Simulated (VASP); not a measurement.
# As (Cmce) in VASP: settings compared

As is run at these levels: LDA, PBE; tasks: single point.

Everything below comes from runs of VASP 6.6.1. Logs are shortened: lines on timing, memory, paths and dates and some standing lists are left out, and cuts for length are marked.

### 1 The cell of the first run

It takes space group Cmce (No. 64, orthorhombic). The conventional cell has a = 3.650 Å, b = 11.000 Å, c = 4.470 Å, α = 90.00°, β = 90.00°, γ = 90.00°. As (site symmetry m) has 3 As at 2.48 to 2.49 Å within 3.3 Å.

### 2 Single point, LDA

Input file INCAR:

```
PREC = Accurate
ENCUT = 520
EDIFF = 1E-7
ISMEAR = -1
SIGMA = 0.05
LREAL = F
LASPH = T
NELM = 60
ALGO = Normal
ISIF = 2
LWAVE = F
LCHARG = T
GGA = CA
LELF = T
LVHAR = T
NBANDS = 18
```

Input file KPOINTS:

```
Automatic mesh
0
Gamma
  8 8 6
```

Input file POSCAR:

```
As
1.0
    1.8250000000     -5.5000000000      0.0000000000
    1.8250000000      5.5000000000      0.0000000000
    0.0000000000      0.0000000000      4.4700000000
As
4
Direct
    0.3900000000      0.6100000000      0.5600000000
    0.8900000000      0.1100000000      0.9400000000
    0.6100000000      0.3900000000      0.4400000000
    0.1100000000      0.8900000000      0.0600000000
```

Potentials or basis: VASP PAW LDA potentials, release 64 (As).

The run is started by

```sh
$ cat potpaw_LDA.64/As/POTCAR > POTCAR
$ mpirun -np 1 vasp_std > vasp.out
```

OUTCAR:

```text
PREC = Accurate
   ENCUT = 520
   EDIFF = 1E-7
   ISMEAR = -1
   LREAL = F
   LASPH = T
   NELM = 60
   ISIF = 2
   GGA = CA

 ion  position               nearest neighbor table
   1  0.390  0.610  0.560-   3 2.48   2 2.49   2 2.49
   2  0.890  0.110  0.940-   4 2.48   1 2.49   1 2.49
   3  0.610  0.390  0.440-   1 2.48   4 2.49   4 2.49
   4  0.110  0.890  0.060-   2 2.48   3 2.49   3 2.49

  LATTYP: Found a base centered orthorhombic cell.
 ALAT       =     3.6500000000
 B/A-ratio  =     3.0136986301
 C/A-ratio  =     1.2246575342

  Lattice vectors:

 A1 = (   1.8250000000,  -5.5000000000,   0.0000000000)
 A2 = (   1.8250000000,   5.5000000000,   0.0000000000)
 A3 = (   0.0000000000,   0.0000000000,   4.4700000000)

Analysis of symmetry for initial positions (statically):
=====================================================================
 Subroutine PRICEL returns:
 Original cell was already a primitive cell.

 Routine SETGRP: Setting up the symmetry group for a
 base centered orthorhombic supercell.

 Subroutine GETGRP returns: Found  8 space group operations
 (whereof  4 operations were pure point group operations)
 out of a pool of  8 trial point group operations.

The static configuration has the point symmetry C_2h.
 The point group associated with its full space group is D_2h.

Analysis of symmetry for dynamics (positions and initial velocities):
=====================================================================
 Subroutine PRICEL returns:
 Original cell was already a primitive cell.

 Routine SETGRP: Setting up the symmetry group for a
 base centered orthorhombic supercell.

 Subroutine GETGRP returns: Found  8 space group operations
 (whereof  4 operations were pure point group operations)
 out of a pool of  8 trial point group operations.

The dynamic configuration has the point symmetry C_2h.
 The point group associated with its full space group is D_2h.

 Subroutine INISYM returns: Found  8 space group operations
 (whereof  4 operations are pure point group operations),
 and found     1 'primitive' translations

----------------------------------------------------------------------------------------

                                     Primitive cell

  volume of cell :      89.7353

  direct lattice vectors                    reciprocal lattice vectors
     1.825000000 -5.500000000  0.000000000     0.273972603 -0.090909091  0.000000000
     1.825000000  5.500000000  0.000000000     0.273972603  0.090909091  0.000000000
     0.000000000  0.000000000  4.470000000     0.000000000  0.000000000  0.223713647

  length of vectors
     5.794879205  5.794879205  4.470000000     0.288661480  0.288661480  0.223713647

  position of ions in fractional coordinates (direct lattice)
     0.390000000  0.610000000  0.560000000
     0.890000000  0.110000000  0.940000000
     0.610000000  0.390000000  0.440000000
     0.110000000  0.890000000  0.060000000

  ion indices of the primitive-cell ions
   primitive index   ion index
                 1           1
                 2           2
                 3           3
                 4           4

----------------------------------------------------------------------------------------

 KPOINTS: Automatic mesh

Automatic generation of k-mesh.
 Grid dimensions read from file:
 generate k-points for:    8    8    6

 Generating k-lattice:

  Cartesian coordinates                     Fractional coordinates (reciprocal lattice)
     0.034246575 -0.011363636  0.000000000     0.125000000 -0.000000000  0.000000000
     0.034246575  0.011363636  0.000000000    -0.000000000  0.125000000  0.000000000
     0.000000000  0.000000000  0.037285608     0.000000000  0.000000000  0.166666667

  Length of vectors
     0.036082685  0.036082685  0.037285608

  Shift w.r.t. Gamma in fractional coordinates (k-lattice)
     0.000000000  0.000000000  0.000000000

 Subroutine IBZKPT returns following result:
 ===========================================

 Found     84 irreducible k-points:

 Following reciprocal coordinates:
            Coordinates               Weight
  0.000000  0.000000  0.000000      1.000000
  0.125000 -0.000000  0.000000      4.000000
  0.250000 -0.000000  0.000000      4.000000
  0.375000 -0.000000  0.000000      4.000000
  0.500000 -0.000000  0.000000      2.000000
  0.125000  0.125000  0.000000      2.000000
[... 16 lines left out ...]
  0.125000 -0.000000  0.166667      8.000000
  0.250000 -0.000000  0.166667      8.000000
 [... further k-points ...]
   k-points           NKPTS =     84   k-points in BZ     NKDIM =     84   number of bands    NBANDS=     18
   number of dos      NEDOS =    301   number of ions     NIONS =      4
   total plane-waves  NPLWV =  82944
   dimension x,y,z NGX =    48 NGY =   48 NGZ =   36
   dimension x,y,z NGXF=    96 NGYF=   96 NGZF=   72
   ions per type =               4
   NGX,Y,Z   is equivalent  to a cutoff of  13.77, 13.77, 13.39 a.u.
   NGXF,Y,Z  is equivalent  to a cutoff of  27.54, 27.54, 26.78 a.u.
 SYSTEM =  unknown system
   PREC   = accura    normal or accurate (medium, high low for compatibility)
   ISTART =      0    job   : 0-new  1-cont  2-samecut
   ICHARG =      2    charge: 1-file 2-atom 10-const
   ISPIN  =      1    spin polarized calculation?
   LNONCOLLINEAR =      F non collinear calculations
   LSORBIT =      F    spin-orbit coupling
   LASPH  =      T    aspherical Exc in radial PAW
   ENCUT  =  520.0 eV  38.22 Ry    6.18 a.u.  10.77 10.77  8.31*2*pi/ulx,y,z
   NELM   =     60;   NELMIN=  2; NELMDL= -5     # of ELM steps
   EDIFF  = 0.1E-06   stopping-criterion for ELM
   LREAL  =      F    real-space projection
   EDIFFG = 0.1E-05   stopping-criterion for IOM
   NSW    =      0    number of steps for IOM
   IBRION =     -1    ionic relax: 0-MD 1-quasi-New 2-CG
   NFREE  =      0    steps in history (QN), initial steepest desc. (CG)
   ISIF   =      2    stress and relaxation
   ISYM   =      2    0-nonsym 1-usesym 2-fastsym
   POTIM  = 0.5000    time-step for ionic-motion
   TEBEG  =    0.0;   TEEND  =   0.0 temperature during run
   PSTRESS=    0.0 pullay stress
   NELECT =      20.0000    total number of electrons
   NUPDOWN=      -1.0000    fix difference up-down
   EMIN   =  10.00;   EMAX   =-10.00  energy-range for DOS
   EFERMI =   0.00;   METHOD = LEGACY
   ISMEAR =    -1;   SIGMA  =   0.05  broadening in eV -4-tet -1-fermi 0-gaus
   EFERMI_NEDOS =   21; number of points for ismear=-14 and -15
   IALGO  =     38    algorithm
   IMIX   =      4    mixing-type and parameters
     AMIX     =   0.40;   BMIX     =  1.00
     AMIX_MAG =   1.60;   BMIX_MAG =  1.00
  volume/ion in A,a.u.               =      22.43       151.39
  Fermi-wavevector in a.u.,A,eV,Ry     =   0.992576  1.875697 13.404559  0.985207
  Thomas-Fermi vector in A             =   2.124398
   LORBIT       =      0    0 simple, 1 ext, 2 COOP (PROOUT), +10 PAW based schemes
   GGA     = CA    functional components
   LHFCALC =     F    Hartree Fock is set to
   AEXX    =    0.0000 exact exchange contribution
   IVDW    =     0    specifies the selected vdW correction
   LEPSILON=     F    determine dielectric tensor
   LRPA    =     F    only Hartree local field effects (RPA)
 non-spin polarized calculation
  energy-cutoff  :      520.00
  volume of cell :       89.74
 maximum number of plane-waves:      2436
 NGX is ok and might be reduce to    48
   NGX = 21   NGY = 21   NGZ = 17

 number of electron      20.0000001 magnetization

 Free energy of the ion-electron system (eV)
  ---------------------------------------------------
  ext. energy  EPLUGINS =         0.00000000
  ---------------------------------------------------
  free energy    TOTEN  =       -21.32456051 eV

  energy without entropy =      -21.32122730  energy(sigma->0) =      -21.32289391

 E-fermi :   4.7572     XC(G=0):  -9.9616

 val. band max:        4.7290290744   @ k =  -0.3750   0.3750   0.0000
 cond. band min:       4.7668220764   @ k =   0.5000   0.5000   0.3333
 fundamental gap:      0.0377930020
 Fermi energy:         4.7571603190

 k-point     1 :       0.0000    0.0000    0.0000
  band No.  band energies     occupation
      1     -10.0141      2.00000
      2      -7.2491      2.00000
      3      -4.6431      2.00000
      4      -1.2891      2.00000
      5      -1.2755      2.00000
      6       0.4708      2.00000
[... 10 lines left out ...]
     17      11.8302      0.00000
     18      11.9304      0.00000

 k-point     2 :       0.1250   -0.0000    0.0000
  band No.  band energies     occupation
      1      -9.8496      2.00000
      2      -7.1199      2.00000
      3      -4.8198      2.00000
      4      -1.7297      2.00000
      5      -1.0850      2.00000
      6       0.6396      2.00000
[... 10 lines left out ...]
     17      10.7328      0.00000
     18      11.7652      0.00000

 k-point     3 :       0.2500   -0.0000    0.0000
  band No.  band energies     occupation
      1      -9.3630      2.00000
      2      -6.7309      2.00000
      3      -5.4210      2.00000
      4      -2.8112      2.00000
      5      -0.5313      2.00000
      6       0.7113      2.00000
[... 10 lines left out ...]
     17      10.9312      0.00000
     18      11.6896      0.00000

 k-point     4 :       0.3750   -0.0000    0.0000
  band No.  band energies     occupation
      1      -8.5790      2.00000
      2      -6.4214      2.00000
      3      -6.0808      2.00000
      4      -4.0543      2.00000
      5       0.3053      2.00000
      6       0.7685      2.00000
[... 375 lines left out ...]
      4      -2.0418      2.00000
      5      -0.9695      2.00000
      6       1.0647      2.00000
[... 10 lines left out ...]
     17      11.3489      0.00000
     18      12.2610      0.00000

 k-point    23 :       0.1250   -0.0000    0.1667
  band No.  band energies     occupation
      1      -9.6903      2.00000
      2      -7.2457      2.00000
      3      -4.9442      2.00000
      4      -2.2593      2.00000
      5      -0.8151      2.00000
      6       0.5428      2.00000
[... 10 lines left out ...]
     17      11.3995      0.00000
     18      12.1164      0.00000

 k-point    24 :       0.2500   -0.0000    0.1667
  band No.  band energies     occupation
      1      -9.2107      2.00000
      2      -6.8831      2.00000
      3      -5.3471      2.00000
      4      -3.0118      2.00000
      5      -0.4551      2.00000
      6       0.0318      2.00000
[... 10 lines left out ...]
     17      10.9823      0.00000
     18      12.1988      0.00000

 [... further k-points ...]

------------------------ aborting loop because EDIFF is reached ----------------------------------------

  FORCE on cell =-STRESS in cart. coord.  units (eV):
  Direction    XX          YY          ZZ          XY          YZ          ZX
  --------------------------------------------------------------------------------------
  -------------------------------------------------------------------------------------
  Total       -0.3922214     -0.7330417     -1.3610067      0.0000000      0.0000000      0.0000000
  in kB       -7.0029146    -13.0880875    -24.3000831      0.0000000      0.0000000      0.0000000
  external PRESSURE =     -14.7970284 kB  Pullay stress =       0.0000000 kB

 VOLUME and BASIS-vectors are now :
 -----------------------------------------------------------------------------
  energy-cutoff  :      520.00
  volume of cell :       89.74
      direct lattice vectors                 reciprocal lattice vectors
     1.825000000 -5.500000000  0.000000000     0.273972603 -0.090909091  0.000000000
     1.825000000  5.500000000  0.000000000     0.273972603  0.090909091  0.000000000
     0.000000000  0.000000000  4.470000000     0.000000000  0.000000000  0.223713647

 POSITION                                       TOTAL-FORCE (eV/Angst)
 -----------------------------------------------------------------------------------
      1.82500      1.21000      2.50320         0.000000      0.030587      0.137252
      1.82500     -4.29000      4.20180         0.000000      0.030587     -0.137252
      1.82500     -1.21000      1.96680         0.000000     -0.030587     -0.137252
      1.82500      4.29000      0.26820         0.000000     -0.030587      0.137252
 -----------------------------------------------------------------------------------
    total drift:                               -0.000000      0.000000     -0.000000

  FREE ENERGIE OF THE ION-ELECTRON SYSTEM (eV)
  ---------------------------------------------------
  free  energy   TOTEN  =       -21.3245605091 eV

  energy  without entropy=      -21.3212273042  energy(sigma->0) =      -21.32289391
```

It took 2.2 min on 1 thread of AMD EPYC 7R13 (Zen 3), shared host; peak memory 0.25 GiB.

What came out:

| Quantity | Value |
| --- | --- |
| Free energy | -21.3246 eV |
| Pressure | -1.5 GPa |
| Largest force | 0.141 eV/Å |

Forces in eV/Å, atoms in the order of the input:
```
As   0.000  0.031  0.137
As   0.000  0.031 -0.137
As   0.000 -0.031 -0.137
As   0.000 -0.031  0.137
```

### 3 Single point, PBE

This run uses another cell than the first one, of 21.09 Å³/atom, 0.940 times its volume.

Input file INCAR:

```
SYSTEM = As
  PREC = Accurate
  ENCUT = 520
  EDIFF = 1E-6
  ISMEAR = -1
  SIGMA = 0.05
  LREAL = .FALSE.
  LASPH = .TRUE.
  NELM = 100
  ALGO = Normal
  ISIF = 2
  LWAVE = .FALSE.
  LCHARG = .TRUE.
  GGA = PE
  LELF = .TRUE.
  LVHAR = .TRUE.
  NBANDS = 18
```

Input file KPOINTS:

```
regular mesh
0
G
  8 8 6
  0 0 0
```

Input file POSCAR:

```
As
1.0
    1.7877446484     -5.3877235979      0.0000000000
    1.7877446484      5.3877235979      0.0000000000
    0.0000000000      0.0000000000      4.3787499060
As
4
Direct
    0.3900000000      0.6100000000      0.5600000000
    0.8900000000      0.1100000000      0.9400000000
    0.6100000000      0.3900000000      0.4400000000
    0.1100000000      0.8900000000      0.0600000000
```

Potentials or basis: VASP PAW PBE potentials, release 64 (As).

The run is started by

```sh
$ cat potpaw_PBE.64/As/POTCAR > POTCAR
$ mpirun -np 1 vasp_std > vasp.out
```

OUTCAR:

```text
SYSTEM = As
   PREC = Accurate
   ENCUT = 520
   EDIFF = 1E-6
   ISMEAR = -1
   LREAL = .FALSE.
   LASPH = .TRUE.
   NELM = 100
   ISIF = 2
   GGA = PE

 ion  position               nearest neighbor table
   1  0.390  0.610  0.560-   3 2.43   2 2.44   2 2.44
   2  0.890  0.110  0.940-   4 2.43   1 2.44   1 2.44
   3  0.610  0.390  0.440-   1 2.43   4 2.44   4 2.44
   4  0.110  0.890  0.060-   2 2.43   3 2.44   3 2.44

  LATTYP: Found a base centered orthorhombic cell.
 ALAT       =     3.5754892968
 B/A-ratio  =     3.0136986301
[... 703 lines left out ...]
  Direction    XX          YY          ZZ          XY          YZ          ZX
  --------------------------------------------------------------------------------------
  -------------------------------------------------------------------------------------
  Total        5.2821331      4.5051716      3.9757319      0.0000000      0.0000000      0.0000000
  in kB      100.3295803     85.5718641     75.5156121      0.0000000      0.0000000      0.0000000
  external PRESSURE =      87.1390188 kB  Pullay stress =       0.0000000 kB

 VOLUME and BASIS-vectors are now :
 -----------------------------------------------------------------------------
  energy-cutoff  :      520.00
  volume of cell :       84.35
      direct lattice vectors                 reciprocal lattice vectors
     1.787744648 -5.387723598  0.000000000     0.279682001 -0.092803573  0.000000000
     1.787744648  5.387723598  0.000000000     0.279682001  0.092803573  0.000000000
     0.000000000  0.000000000  4.378749906     0.000000000  0.000000000  0.228375683

 POSITION                                       TOTAL-FORCE (eV/Angst)
 -----------------------------------------------------------------------------------
      1.78774      1.18530      2.45210         0.000000      0.600505     -0.360893
      1.78774     -4.20242      4.11602         0.000000      0.600505      0.360893
      1.78774     -1.18530      1.92665         0.000000     -0.600505      0.360893
      1.78774      4.20242      0.26272         0.000000     -0.600505     -0.360893
 -----------------------------------------------------------------------------------
    total drift:                               -0.000000     -0.000000     -0.000000

  FREE ENERGIE OF THE ION-ELECTRON SYSTEM (eV)
  ---------------------------------------------------
  free  energy   TOTEN  =       -18.3488966283 eV

  energy  without entropy=      -18.3449754702  energy(sigma->0) =      -18.34693605
```

OSZICAR:

```text
N       E                     dE             d eps       ncg     rms          rms(c)
DAV:   1     0.664253446460E+02    0.66425E+02   -0.79993E+03  3024   0.935E+02
DAV:   2    -0.140782459683E+02   -0.80504E+02   -0.77503E+02  4176   0.145E+02
DAV:   3    -0.183896465026E+02   -0.43114E+01   -0.42798E+01  3778   0.343E+01
DAV:   4    -0.184191840563E+02   -0.29538E-01   -0.29522E-01  3656   0.318E+00
DAV:   5    -0.184193010173E+02   -0.11696E-03   -0.11695E-03  3620   0.216E-01    0.524E+00
DAV:   6    -0.183722320526E+02    0.47069E-01   -0.20202E-02  3414   0.776E-01    0.315E+00
DAV:   7    -0.183487338159E+02    0.23498E-01   -0.42147E-02  3274   0.115E+00    0.123E-01
DAV:   8    -0.183488033942E+02   -0.69578E-04   -0.12974E-03  3270   0.195E-01    0.524E-02
DAV:   9    -0.183488938571E+02   -0.90463E-04   -0.18694E-04  3598   0.739E-02    0.216E-02
DAV:  10    -0.183488951942E+02   -0.13371E-05   -0.63448E-06  3418   0.154E-02    0.764E-03
DAV:  11    -0.183488965022E+02   -0.13080E-05   -0.31931E-06  3238   0.115E-02    0.101E-03
DAV:  12    -0.183488966283E+02   -0.12605E-06   -0.12724E-07  1732   0.197E-03
   1 F= -.18348897E+02 E0= -.18346936E+02  d E =-.392116E-02
```

stdout:

```text
POSCAR found type information on POSCAR As
 POSCAR found :  1 types and       4 ions
 scaLAPACK will be used
 LDA part: xc-table for (Slater+PW92), standard interpolation
 POSCAR, INCAR and KPOINTS ok, starting setup
 FFT: planning ... GRIDC
 FFT: planning ... GRID_SOFT
 FFT: planning ... GRID
 WAVECAR not read
 entering main loop
```

Run time: 76 s. Hardware: 1 thread of Intel Xeon Platinum 8488C (Sapphire Rapids), shared host; peak memory 0.28 GiB.

What came out:

| Quantity | Value |
| --- | --- |
| Free energy | -18.3489 eV |
| Pressure | 8.7 GPa |
| Largest force | 0.701 eV/Å |
| Band gap on the k mesh | zero (band 10 reaches 5.51 eV, above the bottom of band 11 at 5.46 eV) |

Forces in eV/Å, atoms in the order of the input:
```
As   0.000  0.601 -0.361
As   0.000  0.601  0.361
As   0.000 -0.601  0.361
As   0.000 -0.601 -0.361
```

Levels at points of the mesh, in eV from the Fermi level:
| k point | band 7 | band 8 | band 9 | band 10 | band 11 | band 12 | band 13 | band 14 |
| --- | --- | --- | --- | --- | --- | --- | --- | --- |
| (0.00, 0.00, 0.00) | -3.25 | -2.42 | -1.99 | -1.14 | 1.95 | 1.98 | 2.54 | 3.58 |
| (0.50, 0.00, 0.00) | -2.64 | -2.64 | -2.51 | -2.51 | 0.80 | 0.80 | 1.05 | 1.05 |
| (0.50, 0.50, 0.00) | -3.63 | -1.80 | -1.33 | -0.42 | 0.22 | 1.83 | 2.55 | 3.18 |
| (0.00, 0.00, 0.50) | -2.12 | -2.12 | -0.59 | -0.59 | 1.18 | 1.18 | 2.12 | 2.12 |
| (0.50, 0.00, 0.50) | -4.98 | -4.98 | -1.94 | -1.94 | 1.98 | 1.98 | 4.89 | 4.89 |
| (0.50, 0.50, 0.50) | -1.95 | -1.95 | -1.13 | -1.13 | 1.47 | 1.47 | 2.04 | 2.04 |

(Part 1 of 2 ends here.)
